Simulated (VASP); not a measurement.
# Al30Si (a cell with a defect) in VASP: further runs

The runs below take Al30Si (a cell with a defect) through single point, with PBE.

All numbers are computed with VASP 6.6.1; they aren't measurements. Logs are shortened: lines on timing, memory, paths and dates and some standing lists are left out, and cuts for length are marked.

## Step 1: The cell of the first run

The cell holds a defect, 31 atoms: a = 8.100 Å, b = 8.100 Å, c = 8.100 Å, α = 90.00°, β = 90.00°, γ = 90.00°.

## Step 2: Single point, PBE

File INCAR:

```
SYSTEM = Al30Si
PREC = Accurate
ENCUT = 520
EDIFF = 1E-6
ISMEAR = -1
SIGMA = 0.15
LREAL = Auto
LASPH = .TRUE.
NELM = 60
ALGO = Normal
ISIF = 2
LWAVE = .FALSE.
LCHARG = .FALSE.
GGA = PE
NBANDS = 68
```

File KPOINTS:

```
Automatic mesh
0
G
  2 2 2
  0 0 0
```

File POSCAR:

```
Al30Si
1.0
    8.1000000000      0.0000000000      0.0000000000
    0.0000000000      8.1000000000      0.0000000000
    0.0000000000      0.0000000000      8.1000000000
Si Al
1 30
Direct
    0.3095503704      0.0000098765     -0.1904375309
    0.7503445679      0.2499511111     -0.0000367901
    0.7490622222      0.0000124691      0.2491174074
    0.0065908642      0.0000143210     -0.0076807407
    0.2494681481      0.2569523457      0.0022076543
    0.4991171605      0.5000116049     -0.0008233333
    0.7503434568      0.7500723457     -0.0000350617
    0.2518854321      0.0000128395      0.2490970370
    0.4999075309      0.2499472840      0.2504011111
    0.7499585185      0.5000143210      0.2500169136
    0.4922658025      0.0000149383      0.5066487654
    0.7490137037      0.2506927160      0.5003513580
    0.7490323457      0.0000118519      0.7519483951
   -0.0020771605      0.5000146914     -0.0004590123
    0.2494692593      0.7430704938      0.0022111111
    0.0002960494      0.2506981481      0.2490669136
    0.2470141975      0.5000132099      0.2547807407
    0.4999064198      0.7500777778      0.2504019753
    0.0022246914      0.0000154321      0.5022832099
    0.2466430864      0.2485624691      0.5033806173
    0.4994855556      0.5000156790      0.4979701235
    0.7490134568      0.7493343210      0.5003517284
    0.5021630864      0.2569709877      0.7495174074
    0.7547369136      0.5000130864      0.7470679012
    0.0002970370      0.7493308642      0.2490661728
   -0.0011701235      0.5000162963      0.4988839506
    0.2466417284      0.7514683951      0.5033840741
    0.0033239506      0.2485595062      0.7466996296
    0.2485913580      0.5000129630      0.7486456790
    0.5021667901      0.7430506173      0.7495195062
    0.0033265432      0.7514713580      0.7466996296
```

Potentials or basis: VASP PAW PBE potentials, release 64 (Si, Al).

Run with:

```bash
> cat potpaw_PBE.64/Si/POTCAR potpaw_PBE.64/Al/POTCAR > POTCAR
> mpirun -np 1 vasp_std > vasp.out
```

OUTCAR:

```text
SYSTEM = Al30Si
   PREC = Accurate
   ENCUT = 520
   EDIFF = 1E-6
   ISMEAR = -1
   LREAL = Auto
   LASPH = .TRUE.
   NELM = 60
   ISIF = 2
   GGA = PE

 ion  position               nearest neighbor table
   1  0.310  0.000  0.810-  23 2.65  30 2.65  15 2.65   5 2.65  11 2.87   4 2.87  27 3.23  20 3.23
                            31 3.23  28 3.23
   2  0.750  0.250  1.000-  14 2.85  13 2.85  23 2.86  16 2.86   3 2.86  10 2.86   9 2.87   6 2.87
                            24 2.88  28 2.90   4 2.90
   3  0.749  0.000  0.249-   9 2.86  18 2.86   7 2.86   2 2.86  22 2.87  12 2.87  25 2.87  16 2.87
                            19 2.90   4 2.95  11 2.95
   4  0.007  0.000  0.992-  31 2.83  28 2.83  13 2.85   5 2.86  15 2.87   1 2.87   8 2.88   2 2.90
                             7 2.90  25 2.91  16 2.91   3 2.95
   5  0.249  0.257  0.002-   1 2.65   6 2.82  14 2.83  17 2.84  16 2.84  29 2.85   9 2.86   4 2.86
                            28 2.87   8 2.89  23 2.89
   6  0.499  0.500  0.999-  30 2.82  23 2.82  15 2.82   5 2.82  29 2.87   7 2.87   2 2.87   9 2.87
                            18 2.87  10 2.87  17 2.91  24 2.91
   7  0.750  0.750  1.000-  14 2.85  13 2.85  30 2.86  25 2.86   3 2.86  10 2.86  18 2.87   6 2.87
                            24 2.88  31 2.90   4 2.90
   8  0.252  0.000  0.249-  18 2.85   9 2.85  11 2.85   4 2.88  25 2.88  16 2.88  19 2.88  27 2.88
                            20 2.88  15 2.89   5 2.89
   9  0.500  0.250  0.250-  21 2.85   8 2.85   5 2.86  12 2.86   3 2.86  10 2.86   2 2.87   6 2.87
[... 31 lines left out ...]
  25  0.000  0.749  0.249-  17 2.84  15 2.84  14 2.86   7 2.86  26 2.86  10 2.86  27 2.87   3 2.87
                             8 2.88  22 2.88  19 2.89   4 2.91
  26  0.999  0.500  0.499-  24 2.82  17 2.82  10 2.85  25 2.86  22 2.86  16 2.86  12 2.86  27 2.86
                            20 2.86  31 2.86  28 2.86  29 2.86
  27  0.247  0.751  0.503-  31 2.79  19 2.82  11 2.83  29 2.85  26 2.86  17 2.86  25 2.87  30 2.87
                             8 2.88  21 2.89  18 2.90   1 3.23
  28  0.003  0.249  0.747-  20 2.79  19 2.82   4 2.83  29 2.85  26 2.86  24 2.86  12 2.87   5 2.87
                            13 2.88  14 2.89   2 2.90   1 3.23
  29  0.249  0.500  0.749-  30 2.85  23 2.85   5 2.85  15 2.85  20 2.85  27 2.85  28 2.85  31 2.85
                            26 2.86   6 2.87  14 2.87  21 2.87
  30  0.502  0.743  0.750-   1 2.65   6 2.82  21 2.83  24 2.84  22 2.84  29 2.85   7 2.86  11 2.87
                            27 2.87  13 2.89  15 2.89
  31  0.003  0.751  0.747-  27 2.79  19 2.82   4 2.83  29 2.85  26 2.86  24 2.86  22 2.87  15 2.87
                            13 2.88  14 2.89   7 2.90   1 3.23

  LATTYP: Found a simple cubic cell.
 ALAT       =     8.1000000000

  Lattice vectors:

 A1 = (   8.1000000000,   0.0000000000,   0.0000000000)
 A2 = (   0.0000000000,   8.1000000000,   0.0000000000)
 A3 = (   0.0000000000,   0.0000000000,   8.1000000000)

Analysis of symmetry for initial positions (statically):
[... 176 lines left out ...]
   PSTRESS=    0.0 pullay stress
   NELECT =      94.0000    total number of electrons
   NUPDOWN=      -1.0000    fix difference up-down
   EMIN   =  10.00;   EMAX   =-10.00  energy-range for DOS
   EFERMI =   0.00;   METHOD = LEGACY
   ISMEAR =    -1;   SIGMA  =   0.15  broadening in eV -4-tet -1-fermi 0-gaus
   EFERMI_NEDOS =   21; number of points for ismear=-14 and -15
   IALGO  =     38    algorithm
   IMIX   =      4    mixing-type and parameters
     AMIX     =   0.40;   BMIX     =  1.00
     AMIX_MAG =   1.60;   BMIX_MAG =  1.00
  volume/ion in A,a.u.               =      17.14       115.69
  Fermi-wavevector in a.u.,A,eV,Ry     =   0.918965  1.736593 11.490081  0.844497
  Thomas-Fermi vector in A             =   2.044106
   LORBIT       =      0    0 simple, 1 ext, 2 COOP (PROOUT), +10 PAW based schemes
   GGA     = PE    functional components
   LHFCALC =     F    Hartree Fock is set to
   AEXX    =    0.0000 exact exchange contribution
   IVDW    =     0    specifies the selected vdW correction
   LEPSILON=     F    determine dielectric tensor
   LRPA    =     F    only Hartree local field effects (RPA)
 non-spin polarized calculation
  energy-cutoff  :      520.00
  volume of cell :      531.44
 maximum number of plane-waves:     14400
   NGX = 31   NGY = 31   NGZ = 31

 number of electron      94.0000000 magnetization

 Free energy of the ion-electron system (eV)
  ---------------------------------------------------
  ext. energy  EPLUGINS =         0.00000000
  ---------------------------------------------------
  free energy    TOTEN  =      -116.58994506 eV

  energy without entropy =     -115.49138883  energy(sigma->0) =     -116.04066694

 E-fermi :   7.3432     XC(G=0): -10.0439

 val. band max:        7.3314426357   @ k =   0.5000   0.0000   0.0000
 cond. band min:       7.3535044938   @ k =   0.0000   0.5000   0.0000
 fundamental gap:      0.0220618581
 Fermi energy:         7.3432156901

 k-point     1 :       0.0000    0.0000    0.0000
  band No.  band energies     occupation
      1      -3.4387      2.00000
      2      -1.6497      2.00000
      3      -1.2562      2.00000
      4      -1.1832      2.00000
      5      -1.1762      2.00000
      6      -1.1521      2.00000
[... 485 lines left out ...]
     58      10.5489      0.00000
     59      10.6393      0.00000
 [bands above 59 left out]

------------------------ aborting loop because EDIFF is reached ----------------------------------------

  FORCE on cell =-STRESS in cart. coord.  units (eV):
  Direction    XX          YY          ZZ          XY          YZ          ZX
  --------------------------------------------------------------------------------------
  -------------------------------------------------------------------------------------
  Total       -3.4559502     -3.5398857     -3.4536718      0.0001149     -0.0006275      0.1092895
  in kB      -10.4189270    -10.6719742    -10.4120582      0.0003465     -0.0018918      0.3294836
  external PRESSURE =     -10.5009865 kB  Pullay stress =       0.0000000 kB

 VOLUME and BASIS-vectors are now :
 -----------------------------------------------------------------------------
  energy-cutoff  :      520.00
  volume of cell :      531.44
      direct lattice vectors                 reciprocal lattice vectors
     8.100000000  0.000000000  0.000000000     0.123456790  0.000000000  0.000000000
     0.000000000  8.100000000  0.000000000     0.000000000  0.123456790  0.000000000
     0.000000000  0.000000000  8.100000000     0.000000000  0.000000000  0.123456790

 POSITION                                       TOTAL-FORCE (eV/Angst)
 -----------------------------------------------------------------------------------
      2.50736      0.00008      6.55746        -0.387703     -0.000101     -0.387703
      6.07779      2.02460      8.09970         0.021945     -0.003057     -0.000904
      6.06740      0.00010      2.01785         0.017400     -0.000030      0.017754
      0.05339      0.00012      8.03779         0.013635     -0.000136      0.015464
      2.02069      2.08131      0.01788         0.029530     -0.037022      0.007479
      4.04285      4.05009      8.09333         0.002925     -0.000113      0.003264
[... 23 lines left out ...]
      4.06755      6.01871      6.07111         0.007343      0.037115      0.029548
      0.02694      6.08692      6.04827         0.030884      0.010731      0.005045
 -----------------------------------------------------------------------------------
    total drift:                               -0.024369     -0.000249     -0.017316

  FREE ENERGIE OF THE ION-ELECTRON SYSTEM (eV)
  ---------------------------------------------------
  free  energy   TOTEN  =      -116.5899450551 eV

  energy  without entropy=     -115.4913888338  energy(sigma->0) =     -116.04066694
```

OSZICAR:

```text
N       E                     dE             d eps       ncg     rms          rms(c)
DAV:   1     0.129574490412E+03    0.12957E+03   -0.32740E+04  1088   0.111E+03
DAV:   2    -0.103698089576E+03   -0.23327E+03   -0.21779E+03  1284   0.144E+02
DAV:   3    -0.117322007823E+03   -0.13624E+02   -0.12990E+02  1364   0.279E+01
DAV:   4    -0.117625876719E+03   -0.30387E+00   -0.30116E+00  1296   0.462E+00
DAV:   5    -0.117631939146E+03   -0.60624E-02   -0.60569E-02  1308   0.758E-01    0.749E+00
DAV:   6    -0.116894590788E+03    0.73735E+00   -0.12084E+00  1272   0.281E+00    0.449E+00
DAV:   7    -0.116673904658E+03    0.22069E+00   -0.28024E-01  1248   0.157E+00    0.202E+00
DAV:   8    -0.116593583867E+03    0.80321E-01   -0.99225E-02  1256   0.849E-01    0.497E-01
DAV:   9    -0.116590592763E+03    0.29911E-02   -0.66388E-03  1264   0.236E-01    0.344E-01
DAV:  10    -0.116590022219E+03    0.57054E-03   -0.15404E-03  1296   0.996E-02    0.135E-01
DAV:  11    -0.116589958016E+03    0.64203E-04   -0.20141E-04  1264   0.410E-02    0.494E-02
DAV:  12    -0.116589945769E+03    0.12247E-04   -0.55139E-05  1288   0.191E-02    0.179E-02
DAV:  13    -0.116589945055E+03    0.71436E-06   -0.89694E-06  1312   0.781E-03
   1 F= -.11658995E+03 E0= -.11604067E+03  d E =-.109856E+01
```

stdout:

```text
POSCAR found type information on POSCAR SiAl
 POSCAR found :  2 types and      31 ions
 scaLAPACK will be used
 LDA part: xc-table for (Slater+PW92), standard interpolation
 POSCAR, INCAR and KPOINTS ok, starting setup
 FFT: planning ... GRIDC
 FFT: planning ... GRID_SOFT
 FFT: planning ... GRID
 WAVECAR not read
 entering main loop
```

Wall time 8.9 min (1 thread of Intel Xeon 8259CL, shared host); peak memory 0.56 GiB.

Results:

```
Free energy            : -116.5899 eV
Pressure               : -1.1 GPa
Largest force          : 0.548 eV/Å
Band gap on the k mesh : zero (bands 47 and 48 overlap by 0.88 eV)
```

Forces on the atoms (eV/Å):
```
Si  -0.388  0.000 -0.388
Al   0.022 -0.003 -0.001
Al   0.017  0.000  0.018
Al   0.014  0.000  0.015
Al   0.030 -0.037  0.007
Al   0.003  0.000  0.003
Al   0.022  0.003 -0.001
Al  -0.020  0.000  0.049
Al  -0.001 -0.003  0.024
Al   0.003  0.000  0.002
Al   0.016  0.000  0.014
Al   0.007 -0.002  0.012
Al   0.050  0.000 -0.020
Al   0.025  0.000  0.000
Al   0.030  0.037  0.007
Al   0.012 -0.002  0.006
Al   0.008  0.000  0.011
Al  -0.001  0.003  0.024
Al   0.018  0.000  0.018
Al   0.005 -0.010  0.030
Al  -0.001  0.000  0.025
Al   0.007  0.002  0.012
Al   0.007 -0.037  0.030
Al   0.012  0.000  0.008
Al   0.012  0.002  0.007
Al   0.014  0.000  0.014
Al   0.006  0.011  0.030
Al   0.031 -0.010  0.005
Al   0.002  0.000  0.003
Al   0.007  0.037  0.030
Al   0.031  0.011  0.005
```

Caveat: the k points lie up to 0.39 Å⁻¹ apart, too coarse for converged energies and pressures of a metal.

## Step 3: Single point, PBE

File INCAR:

```
SYSTEM = Al30Si
PREC = Accurate
ENCUT = 520
EDIFF = 1E-6
ISMEAR = -1
SIGMA = 0.15
LREAL = Auto
LASPH = .True.
NELM = 100
ALGO = Normal
ISIF = 2
LWAVE = .False.
LCHARG = .False.
GGA = PE
NBANDS = 68
```

File KPOINTS:

```
regular mesh
0
Gamma
  2 2 2
  0 0 0
```

File POSCAR:

```
Al30Si
1.0
    8.1000000000      0.0000000000      0.0000000000
    0.0000000000      8.1000000000      0.0000000000
    0.0000000000      0.0000000000      8.1000000000
Si Al
1 30
Direct
    0.4694465432      0.0003522222     -0.0223500000
    0.7458293827      0.2475087654      0.0022064198
    0.7463401235     -0.0000256790      0.2450007407
   -0.0003655556      0.0000554321     -0.0010055556
    0.2485120988      0.2539829630     -0.0001074074
    0.5016504938      0.5000724691      0.0010464198
    0.7458928395      0.7524517284      0.0022376543
    0.2542911111     -0.0000280247      0.2452475309
    0.5028597531      0.2484070370      0.2451669136
    0.7495722222      0.4999588889      0.2496232099
    0.5012534568      0.0000918519      0.4972912346
    0.7488801235      0.2509991358      0.4996524691
    0.7454132099      0.0000495062      0.7548146914
   -0.0058501235      0.5000254321      0.0026872840
    0.2485800000      0.7460577778      0.0000917284
   -0.0004324691      0.2499651852      0.2487335802
    0.2510396296      0.4999540741      0.2500862963
    0.5029127160      0.7515660494      0.2451997531
   -0.0008502469      0.0000627160      0.4995393827
    0.2513946914      0.2486365432      0.4986930864
    0.5026034568      0.5000813580      0.4965538272
    0.7489222222      0.7490644444      0.4997527160
    0.4985783951      0.2494828395      0.7506192593
    0.7484866667      0.5000648148      0.7505767901
   -0.0004338272      0.7499880247      0.2488829630
    0.0005545679      0.5000392593      0.4993475309
    0.2514164198      0.7514680247      0.4987637037
   -0.0008479012      0.2501227160      0.7505651852
    0.2516267901      0.5001198765      0.7505239506
    0.4985153086      0.7508227160      0.7508508642
   -0.0007156790      0.7500516049      0.7505700000
```

Potentials or basis: VASP PAW PBE potentials, release 64 (Si, Al).

Run with:

```bash
> cat potpaw_PBE.64/Si/POTCAR potpaw_PBE.64/Al/POTCAR > POTCAR
> mpirun -np 1 vasp_std > vasp.out
```

OUTCAR:

```text
SYSTEM = Al30Si
   PREC = Accurate
   ENCUT = 520
   EDIFF = 1E-6
   ISMEAR = -1
   LREAL = Auto
   LASPH = .True.
   NELM = 100
   ISIF = 2
   GGA = PE

 ion  position               nearest neighbor table
   1  0.469  0.000  0.978-   5 2.73  15 2.73  23 2.74  30 2.74   8 2.78  13 2.87   9 2.97  18 2.97
                             2 3.01   7 3.01   3 3.12
   2  0.746  0.248  0.002-   9 2.78   3 2.81  13 2.83   6 2.85  23 2.86  10 2.86  16 2.87  14 2.87
                             4 2.87  24 2.89  28 2.89   1 3.01
   3  0.746  1.000  0.245-   7 2.81   2 2.81  18 2.82   9 2.82  11 2.85   4 2.86  25 2.88  16 2.88
[... 792 lines left out ...]
  in kB      -11.6735886    -14.6634727    -11.1745023     -0.0180329     -0.0155527     -0.4252954
  external PRESSURE =     -12.5038545 kB  Pullay stress =       0.0000000 kB

 VOLUME and BASIS-vectors are now :
 -----------------------------------------------------------------------------
  energy-cutoff  :      520.00
  volume of cell :      531.44
      direct lattice vectors                 reciprocal lattice vectors
     8.100000000  0.000000000  0.000000000     0.123456790  0.000000000  0.000000000
     0.000000000  8.100000000  0.000000000     0.000000000  0.123456790  0.000000000
     0.000000000  0.000000000  8.100000000     0.000000000  0.000000000  0.123456790

 POSITION                                       TOTAL-FORCE (eV/Angst)
 -----------------------------------------------------------------------------------
      3.80252      0.00285      7.91896         0.368682     -0.003765      0.272090
      6.04122      2.00482      0.01787        -0.020713      0.000782     -0.007960
      6.04536      8.09979      1.98451        -0.037805      0.000390     -0.020364
      8.09704      0.00045      8.09185        -0.050387     -0.000902      0.017723
      2.01295      2.05726      8.09913         0.022251     -0.075181     -0.018634
      4.06337      4.05059      0.00848        -0.001449     -0.001932      0.001050
[... 23 lines left out ...]
      4.03797      6.08166      6.08189        -0.014695      0.036565      0.009649
      8.09420      6.07542      6.07962        -0.019363      0.013198      0.012516
 -----------------------------------------------------------------------------------
    total drift:                               -0.024187      0.006717     -0.015755

  FREE ENERGIE OF THE ION-ELECTRON SYSTEM (eV)
  ---------------------------------------------------
  free  energy   TOTEN  =      -116.8073057401 eV

  energy  without entropy=     -115.7247520444  energy(sigma->0) =     -116.26602889
```

stdout:

```text
POSCAR found type information on POSCAR SiAl
 POSCAR found :  2 types and      31 ions
 scaLAPACK will be used
 LDA part: xc-table for (Slater+PW92), standard interpolation
 POSCAR, INCAR and KPOINTS ok, starting setup
 FFT: planning ... GRIDC
 FFT: planning ... GRID_SOFT
 FFT: planning ... GRID
 WAVECAR not read
 entering main loop
```

Run time: 9.3 min. Hardware: 1 thread of Intel Xeon 8259CL, shared host; peak memory 0.56 GiB.

Results:

```
Free energy            : -116.8073 eV
Pressure               : -1.3 GPa
Largest force          : 0.458 eV/Å
Band gap on the k mesh : zero (bands 47 and 48 overlap by 0.93 eV)
```

Forces in eV/Å, atoms in the order of the input:
```
Si   0.369 -0.004  0.272
Al  -0.021  0.001 -0.008
Al  -0.038  0.000 -0.020
Al  -0.050 -0.001  0.018
Al   0.022 -0.075 -0.019
Al  -0.001 -0.002  0.001
Al  -0.019  0.001 -0.009
Al  -0.038  0.000  0.012
Al  -0.012 -0.007 -0.009
Al  -0.025  0.000 -0.026
Al   0.009 -0.002 -0.020
Al  -0.020 -0.006 -0.021
Al   0.003  0.000 -0.034
Al   0.008  0.000 -0.005
Al   0.021  0.078 -0.020
Al  -0.022  0.002 -0.019
Al   0.003  0.000 -0.033
Al  -0.013  0.008 -0.007
Al  -0.033  0.001 -0.022
Al   0.005 -0.001 -0.010
Al  -0.008  0.000 -0.012
Al  -0.023  0.006 -0.021
Al  -0.018 -0.036  0.011
Al  -0.030  0.001  0.006
Al  -0.023 -0.002 -0.022
Al  -0.001 -0.001 -0.009
Al   0.006  0.000 -0.012
Al  -0.018 -0.012  0.010
Al   0.003  0.000  0.005
Al  -0.015  0.037  0.010
Al  -0.019  0.013  0.013
```

Levels at points of the mesh, in eV from the Fermi level:
| k point | band 43 | band 44 | band 45 | band 46 | band 47 | band 48 | band 49 | band 50 | band 51 | band 52 |
| --- | --- | --- | --- | --- | --- | --- | --- | --- | --- | --- |
| (0.00, 0.00, 0.00) | -0.24 | -0.18 | -0.17 | 0.45 | 0.51 | 0.56 | 0.60 | 0.60 | 0.66 | 0.69 |
| (0.50, 0.00, 0.00) | -0.65 | -0.26 | -0.19 | -0.06 | -0.06 | -0.02 | 0.01 | 0.19 | 0.34 | 0.48 |
| (0.00, 0.50, 0.00) | -0.61 | -0.40 | -0.20 | -0.06 | -0.03 | -0.02 | 0.01 | 0.07 | 0.44 | 0.52 |
| (0.00, 0.00, 0.50) | -0.63 | -0.28 | -0.19 | -0.07 | -0.06 | -0.01 | 0.00 | 0.19 | 0.36 | 0.48 |
| (0.50, 0.50, 0.00) | -0.84 | -0.80 | -0.29 | -0.12 | -0.10 | 0.46 | 0.97 | 1.00 | 1.07 | 1.19 |
| (0.00, 0.50, 0.50) | -0.83 | -0.80 | -0.32 | -0.12 | -0.10 | 0.45 | 0.98 | 1.00 | 1.07 | 1.18 |
| (0.50, 0.00, 0.50) | -0.89 | -0.83 | -0.38 | -0.11 | -0.09 | 0.48 | 1.07 | 1.12 | 1.17 | 1.20 |
| (0.50, 0.50, 0.50) | -0.45 | -0.45 | -0.45 | -0.43 | -0.43 | -0.42 | -0.38 | -0.32 | -0.19 | -0.10 |

Caveat: the k points lie up to 0.39 Å⁻¹ apart, too coarse for converged energies and pressures of a metal.

The gap in the log of VASP goes by the Fermi energy; the results here count the filled bands.